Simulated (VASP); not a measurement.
# W4N in VASP: notebook

W4N is run at these levels: PBE; tasks: single point.

All numbers are computed with VASP 6.6.1; they aren't measurements. Logs are shortened: lines on timing, memory, paths and dates and some standing lists are left out, and cuts for length are marked.

## Step 1: The cell of the first run

The cell holds a slab with vacuum, 5 atoms: a = 3.184 Å, b = 3.184 Å, c = 20.143 Å, α = 90.00°, β = 90.00°, γ = 90.00°.

## Step 2: Single point, PBE

The input, INCAR:

```
PREC = Accurate ; ENCUT = 520
EDIFF = 1E-7 ; ISMEAR = 0
SIGMA = 0.1 ; LREAL = False
LASPH = True ; NELM = 80
ALGO = Normal ; ISIF = 2
LWAVE = False ; LCHARG = False
LDIPOL = True ; IDIPOL = 3
DIPOL = 0.5 0.5 0.354 ; GGA = PE
NBANDS = 38
```

The input, KPOINTS:

```
Automatic mesh
0
Gamma
  8 8 1
```

The input, POSCAR:

```
W4N
1.0
    3.1836991685      0.0000000000      0.0000000000
    0.0000000000      3.1836991685      0.0000000000
    0.0000000000      0.0000000000     20.1425775594
W N
4 1
Direct
    0.5000000000      0.5000000000      0.1985843166
    0.0000000000      0.0000000000      0.2776134071
    0.5000000000      0.5000000000      0.3599451789
    0.0000000000      0.0000000000      0.4290700897
    0.1250000000      0.2500000000      0.5045334570
```

Potentials or basis: VASP PAW PBE potentials, release 64 (W_sv, N).

Started as:

```console
cat potpaw_PBE.64/W_sv/POTCAR potpaw_PBE.64/N/POTCAR > POTCAR
mpirun -np 1 vasp_std > vasp.out
```

OUTCAR:

```text
PREC = Accurate
   ENCUT = 520
   EDIFF = 1E-7
   ISMEAR = 0
   LREAL = False
   LASPH = True
   NELM = 80
   ISIF = 2
   GGA = PE

 ion  position               nearest neighbor table
   1  0.500  0.500  0.199-   2 2.76   2 2.76   2 2.76   2 2.76   3 3.25
   2  0.000  0.000  0.278-   1 2.76   1 2.76   1 2.76   1 2.76   3 2.80   3 2.80   3 2.80   3 2.80
                             4 3.05
   3  0.500  0.500  0.360-   4 2.65   4 2.65   4 2.65   4 2.65   2 2.80   2 2.80   2 2.80   2 2.80
                             1 3.25
   4  0.000  0.000  0.429-   5 1.76   3 2.65   3 2.65   3 2.65   3 2.65   2 3.05
   5  0.125  0.250  0.505-   4 1.76

  LATTYP: Found a simple tetragonal cell.
 ALAT       =     3.1836991685
 C/A-ratio  =     6.3267841882

  Lattice vectors:

 A1 = (   3.1836991685,   0.0000000000,   0.0000000000)
 A2 = (   0.0000000000,   3.1836991685,   0.0000000000)
 A3 = (   0.0000000000,   0.0000000000,  20.1425775594)

Analysis of symmetry for initial positions (statically):
=====================================================================
 Subroutine PRICEL returns:
 Original cell was already a primitive cell.

 Routine SETGRP: Setting up the symmetry group for a
 simple tetragonal supercell.

 Subroutine GETGRP returns: Found  1 space group operations
 (whereof  1 operations were pure point group operations)
 out of a pool of 16 trial point group operations.

The static configuration has the point symmetry C_1 .

Analysis of symmetry for dynamics (positions and initial velocities):
=====================================================================
 Subroutine PRICEL returns:
 Original cell was already a primitive cell.

 Routine SETGRP: Setting up the symmetry group for a
 simple tetragonal supercell.

 Subroutine GETGRP returns: Found  1 space group operations
 (whereof  1 operations were pure point group operations)
 out of a pool of 16 trial point group operations.

The dynamic configuration has the point symmetry C_1 .

 Subroutine INISYM returns: Found  1 space group operations
 (whereof  1 operations are pure point group operations),
 and found     1 'primitive' translations

----------------------------------------------------------------------------------------

                                     Primitive cell

  volume of cell :     204.1640

  direct lattice vectors                    reciprocal lattice vectors
     3.183699169  0.000000000  0.000000000     0.314100029  0.000000000  0.000000000
     0.000000000  3.183699169  0.000000000     0.000000000  0.314100029  0.000000000
     0.000000000  0.000000000 20.142577559     0.000000000  0.000000000  0.049646079

  length of vectors
     3.183699169  3.183699169 20.142577559     0.314100029  0.314100029  0.049646079

  position of ions in fractional coordinates (direct lattice)
     0.500000000  0.500000000  0.198584317
     0.000000000  0.000000000  0.277613407
     0.500000000  0.500000000  0.359945179
     0.000000000  0.000000000  0.429070090
     0.125000000  0.250000000  0.504533457

  ion indices of the primitive-cell ions
   primitive index   ion index
                 1           1
                 2           2
                 3           3
                 4           4
                 5           5

----------------------------------------------------------------------------------------

 KPOINTS: Automatic mesh

Automatic generation of k-mesh.
 Grid dimensions read from file:
 generate k-points for:    8    8    1

 Generating k-lattice:

  Cartesian coordinates                     Fractional coordinates (reciprocal lattice)
     0.039262504  0.000000000  0.000000000     0.125000000  0.000000000  0.000000000
     0.000000000  0.039262504  0.000000000     0.000000000  0.125000000  0.000000000
     0.000000000  0.000000000  0.049646079     0.000000000  0.000000000  1.000000000

  Length of vectors
     0.039262504  0.039262504  0.049646079

  Shift w.r.t. Gamma in fractional coordinates (k-lattice)
     0.000000000  0.000000000  0.000000000

 Subroutine IBZKPT returns following result:
 ===========================================

 Found     34 irreducible k-points:

 Following reciprocal coordinates:
            Coordinates               Weight
  0.000000  0.000000  0.000000      1.000000
  0.125000  0.000000  0.000000      2.000000
  0.000000  0.125000  0.000000      2.000000
  0.250000  0.000000  0.000000      2.000000
  0.000000  0.250000  0.000000      2.000000
  0.375000  0.000000  0.000000      2.000000
[... 16 lines left out ...]
 -0.250000  0.250000  0.000000      2.000000
  0.375000  0.250000  0.000000      2.000000
 [... further k-points ...]
   k-points           NKPTS =     34   k-points in BZ     NKDIM =     34   number of bands    NBANDS=     38
   number of dos      NEDOS =    301   number of ions     NIONS =      5
   total plane-waves  NPLWV =  86400
   dimension x,y,z NGX =    24 NGY =   24 NGZ =  150
   dimension x,y,z NGXF=    48 NGYF=   48 NGZF=  300
   ions per type =               4   1
   NGX,Y,Z   is equivalent  to a cutoff of  12.53, 12.53, 12.38 a.u.
   NGXF,Y,Z  is equivalent  to a cutoff of  25.06, 25.06, 24.76 a.u.
 SYSTEM =  unknown system
   PREC   = accura    normal or accurate (medium, high low for compatibility)
   ISTART =      0    job   : 0-new  1-cont  2-samecut
   ICHARG =      2    charge: 1-file 2-atom 10-const
   ISPIN  =      1    spin polarized calculation?
   LNONCOLLINEAR =      F non collinear calculations
   LSORBIT =      F    spin-orbit coupling
   LASPH  =      T    aspherical Exc in radial PAW
   ENCUT  =  520.0 eV  38.22 Ry    6.18 a.u.   5.92  5.92 37.45*2*pi/ulx,y,z
   NELM   =     80;   NELMIN=  2; NELMDL= -5     # of ELM steps
   EDIFF  = 0.1E-06   stopping-criterion for ELM
   LREAL  =      F    real-space projection
   EDIFFG = 0.1E-05   stopping-criterion for IOM
   NSW    =      0    number of steps for IOM
   IBRION =     -1    ionic relax: 0-MD 1-quasi-New 2-CG
   NFREE  =      0    steps in history (QN), initial steepest desc. (CG)
   ISIF   =      2    stress and relaxation
   ISYM   =      2    0-nonsym 1-usesym 2-fastsym
   POTIM  = 0.5000    time-step for ionic-motion
   TEBEG  =    0.0;   TEEND  =   0.0 temperature during run
   PSTRESS=    0.0 pullay stress
   NELECT =      61.0000    total number of electrons
   NUPDOWN=      -1.0000    fix difference up-down
   EMIN   =  10.00;   EMAX   =-10.00  energy-range for DOS
   EFERMI =   0.00;   METHOD = LEGACY
   ISMEAR =     0;   SIGMA  =   0.10  broadening in eV -4-tet -1-fermi 0-gaus
   EFERMI_NEDOS =   21; number of points for ismear=-14 and -15
   IALGO  =     38    algorithm
   IMIX   =      4    mixing-type and parameters
     AMIX     =   0.40;   BMIX     =  1.00
     AMIX_MAG =   1.60;   BMIX_MAG =  1.00
  volume/ion in A,a.u.               =      40.83       275.55
  Fermi-wavevector in a.u.,A,eV,Ry     =   1.094439  2.068191 16.297028  1.197798
  Thomas-Fermi vector in A             =   2.230744
   LORBIT       =      0    0 simple, 1 ext, 2 COOP (PROOUT), +10 PAW based schemes
   GGA     = PE    functional components
   LHFCALC =     F    Hartree Fock is set to
   AEXX    =    0.0000 exact exchange contribution
   IVDW    =     0    specifies the selected vdW correction
   LEPSILON=     F    determine dielectric tensor
   LRPA    =     F    only Hartree local field effects (RPA)
 non-spin polarized calculation
 Gauss-broadening in eV      SIGMA  =   0.10
  energy-cutoff  :      520.00
  volume of cell :      204.16
 maximum number of plane-waves:      5576
   NGX = 11   NGY = 11   NGZ = 75

 dipolmoment           0.000000      0.000000     -0.055804 electrons x Angstroem

 number of electron      60.9999990 magnetization

 dipolmoment           0.000000      0.000000      0.200775 electrons x Angstroem

 Free energy of the ion-electron system (eV)
  ---------------------------------------------------
  ext. energy  EPLUGINS =         0.00000000
  ---------------------------------------------------
  free energy    TOTEN  =       -54.05373483 eV

  energy without entropy =      -54.02612092  energy(sigma->0) =      -54.03992788

 E-fermi :  -0.2427     XC(G=0):  -5.7895

 val. band max:       -0.2763500157   @ k =   0.5000   0.0000   0.0000
 cond. band min:      -0.2366303660   @ k =   0.0000   0.5000   0.0000
 fundamental gap:      0.0397196497
 Fermi energy:        -0.2427007444

 k-point     1 :       0.0000    0.0000    0.0000
  band No.  band energies     occupation
      1     -74.1870      2.00000
      2     -74.0811      2.00000
      3     -73.9571      2.00000
      4     -73.6280      2.00000
      5     -38.6272      2.00000
      6     -38.5239      2.00000
[... 30 lines left out ...]
     37       2.4697      0.00000
     38       2.6529      0.00000

 k-point     2 :       0.1250    0.0000    0.0000
  band No.  band energies     occupation
      1     -74.1815      2.00000
      2     -74.0818      2.00000
      3     -73.9547      2.00000
      4     -73.6304      2.00000
      5     -38.6596      2.00000
      6     -38.5695      2.00000
[... 30 lines left out ...]
     37       2.2141      0.00000
     38       2.3884      0.00000

 k-point     3 :       0.0000    0.1250    0.0000
  band No.  band energies     occupation
      1     -74.1815      2.00000
      2     -74.0818      2.00000
      3     -73.9547      2.00000
      4     -73.6304      2.00000
      5     -38.6647      2.00000
      6     -38.5708      2.00000
[... 30 lines left out ...]
     37       2.0710      0.00000
[... 781 lines left out ...]
 k-point    23 :      -0.2500    0.2500    0.0000
  band No.  band energies     occupation
      1     -74.1534      2.00000
      2     -74.0876      2.00000
      3     -73.9414      2.00000
      4     -73.6391      2.00000
      5     -38.6974      2.00000
      6     -38.6949      2.00000
[... 30 lines left out ...]
     37       2.6014      0.00000
     38       2.7633      0.00000

 k-point    24 :       0.3750    0.2500    0.0000
  band No.  band energies     occupation
      1     -74.1418      2.00000
      2     -74.0911      2.00000
      3     -73.9361      2.00000
      4     -73.6411      2.00000
      5     -38.7624      2.00000
      6     -38.7002      2.00000
[... 30 lines left out ...]
     37       2.8891      0.00000
     38       3.0982      0.00000

 [... further k-points ...]

------------------------ aborting loop because EDIFF is reached ----------------------------------------

 vacuum level on the upper side and lower side of the slab       (xc-potential included)         1.657        -1.905

  FORCE on cell =-STRESS in cart. coord.  units (eV):
  Direction    XX          YY          ZZ          XY          YZ          ZX
  --------------------------------------------------------------------------------------
  -------------------------------------------------------------------------------------
  Total       -1.7529303     -3.2585442      1.1821900      0.9505904      1.8949313      0.6539201
  in kB      -13.7561258    -25.5714350      9.2772393      7.4597607     14.8704787      5.1316398
  external PRESSURE =     -10.0167738 kB  Pullay stress =       0.0000000 kB

 VOLUME and BASIS-vectors are now :
 -----------------------------------------------------------------------------
  energy-cutoff  :      520.00
  volume of cell :      204.16
      direct lattice vectors                 reciprocal lattice vectors
     3.183699169  0.000000000  0.000000000     0.314100029  0.000000000  0.000000000
     0.000000000  3.183699169  0.000000000     0.000000000  0.314100029  0.000000000
     0.000000000  0.000000000 20.142577559     0.000000000  0.000000000  0.049646079

 POSITION                                       TOTAL-FORCE (eV/Angst)
 -----------------------------------------------------------------------------------
      1.59185      1.59185      4.00000         0.048954     -0.055841      2.061225
      0.00000      0.00000      5.59185         0.067219      0.196015     -2.101901
      1.59185      1.59185      7.25022        -0.453840     -0.711459     -2.865753
      0.00000      0.00000      8.64258         0.038171     -0.247519      2.647220
      0.39796      0.79592     10.16260         0.299496      0.818803      0.259208
 -----------------------------------------------------------------------------------
    total drift:                               -0.000047     -0.000053     -0.000197

  FREE ENERGIE OF THE ION-ELECTRON SYSTEM (eV)
  ---------------------------------------------------
  free  energy   TOTEN  =       -54.0537348303 eV

  energy  without entropy=      -54.0261209210  energy(sigma->0) =      -54.03992788

 vacuum level on the upper side and lower side of the slab         7.399         3.753
```

It took 3.5 min on 1 thread of Intel Xeon 6975P-C (Granite Rapids), shared host; peak memory 0.39 GiB.

What came out:

```yaml
Free_energy: -54.0537 eV
Largest_force: 2.987 eV/Å
```

Forces in eV/Å, atoms in the order of the input:
```
W    0.049 -0.056  2.061
W    0.067  0.196 -2.102
W   -0.454 -0.711 -2.866
W    0.038 -0.248  2.647
N    0.299  0.819  0.259
```

Caveat: spin-orbit coupling is left out, which moves the levels of the heavy elements.

## Step 3: Single point, PBE

The input, INCAR:

```
PREC = Accurate ; ENCUT = 520
EDIFF = 1E-6 ; ISMEAR = 0
SIGMA = 0.1 ; LREAL = F
LASPH = T ; NELM = 80
ALGO = Normal ; ISIF = 2
LWAVE = F ; LCHARG = T
LDIPOL = T ; IDIPOL = 3
DIPOL = 0.5 0.5 0.349 ; GGA = PE
LELF = T ; LVHAR = T
LVACPOTAV = T ; NBANDS = 38
```

KPOINTS is that of step 2.

Edit POSCAR of step 2 so:

```diff
@@ -12,2 +12,2 @@
     0.0000000000      0.0000000000      0.4290700897
-    0.1250000000      0.2500000000      0.5045334570
+    0.2500000000      0.3750000000      0.4810764902
```

Potentials or basis: VASP PAW PBE potentials, release 64 (W_sv, N).

Started as:

```console
cat potpaw_PBE.64/W_sv/POTCAR potpaw_PBE.64/N/POTCAR > POTCAR
mpirun -np 1 vasp_std > vasp.out
```

Wall time 3.3 min (1 thread of Intel Xeon 6975P-C (Granite Rapids), shared host); peak memory 0.39 GiB.

Results (log left out):

```
Free energy   : -54.9426 eV
Largest force : 3.342 eV/Å
```

Forces in eV/Å, atoms in the order of the input:
```
W   -0.017 -0.068  2.190
W    0.231  0.241 -1.972
W   -1.236 -0.896 -2.462
W   -0.468 -2.266  2.108
N    1.490  2.988  0.136
```

Levels at points of the mesh, in eV from the Fermi level:
```csv
k point,band 28,band 29,band 30,band 31,band 32,band 33,band 34,band 35
"(0.00, 0.00, 0.00)",-0.87,-0.54,-0.31,-0.09,0.30,0.49,0.65,1.34
"(0.50, 0.00, 0.00)",-0.86,-0.83,-0.16,0.03,0.61,0.85,1.26,2.00
"(0.00, 0.50, 0.00)",-1.59,-0.75,-0.37,-0.31,0.35,0.92,1.44,1.98
"(0.50, 0.50, 0.00)",-1.16,-0.83,0.30,1.87,2.00,2.03,2.28,2.52
```

Caveat: spin-orbit coupling is left out, which moves the levels of the heavy elements.
